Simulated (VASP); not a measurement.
A run of VASP 6.6.1 is set up as follows.

The input INCAR:

```
  ALGO = Normal
  EDIFF = 1E-6
  EDIFFG = -0.01
  ENCUT = 600
  GGA = PS
  IBRION = 2
  ISIF = 3
  ISMEAR = 0
  LASPH = True
  LCHARG = False
  LREAL = False
  LWAVE = False
  NELM = 100
  NSW = 80
  PREC = Accurate
  SIGMA = 0.1
```

KPOINTS

```
k-points
0
Gamma
  16 16 16
```

Contents of POSCAR:

```
Sb
1.0
    0.0000000000      2.3657073414      2.3657073414
    2.3657073414      0.0000000000      2.3657073414
    2.3657073414      2.3657073414      0.0000000000
Sb
1
Direct
    0.0000000000      0.0000000000      0.0000000000
```

Potentials or basis: VASP PAW PBE potentials, release 64 (Sb).

The run is started by

```bash
$ cat potpaw_PBE.64/Sb/POTCAR > POTCAR
$ mpirun -np 1 vasp_std > vasp.out
```

**Question.** Estimate the space group after relaxing (to 0.05 Å).

**Answer.** Fm-3m (No. 225).

**Question.** What does it give for the relaxed volume?

**Answer.** 26.17 Å³/atom.

**Question.** Estimate the relaxed cell.

**Answer.** a = 3.332 Å, b = 3.332 Å, c = 3.332 Å, α = 60.00°, β = 60.00°, γ = 60.00°.

Final structure:
```yaml
crystal:
  lattice:
    - [0.00000, 2.35641, 2.35641]
    - [2.35641, 0.00000, 2.35641]
    - [2.35641, 2.35641, 0.00000]
  atoms:
    - { symbol: Sb, position: [0.00000, 0.00000, 0.00000] }
```

Caveat: the PAW data sets were made with another functional, which shifts forces and pressure a little.
